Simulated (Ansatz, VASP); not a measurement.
**One calculation of Al2Pd, two programs**

```
CELL_PARAMETERS angstrom
0.00000 2.94954 2.94954
2.94954 0.00000 2.94954
2.94954 2.94954 0.00000
ATOMIC_POSITIONS crystal
Al 0.25000 0.25000 0.25000
Al 0.75000 0.75000 0.75000
Pd 0.00000 0.00000 0.00000
```

Alike in both runs: task single point; functional LDA; k mesh 7 × 7 × 7; no spin polarisation.

```csv
,VASP,Ansatz
version,VASP 6.6.1,Ansatz 0.2.0
potentials or method,"VASP PAW LDA potentials, release 64 (Al, Pd)","plane waves, PAW"
plane-wave cutoff (eV),500,420
occupations,"methfessel-paxton of order 1, width 0.1 eV","cold, width 0.1 eV"
valence electrons in the cell,16,24
```

```tsv
	VASP	Ansatz	Ansatz less VASP
gap on the k mesh at the Fermi level (eV)	none	none	-
pressure (GPa)	-3.3	-3.6	-0.28
```

LDA's correlation is that of Perdew and Zunger in VASP and of Perdew and Wang (1992) in Ansatz. A gap of «none» marks a metal or a gap that the smearing closes. VASP's potentials hold 16 valence electrons a cell and Ansatz's 24, so a difference there can come from the potentials and not from the codes.
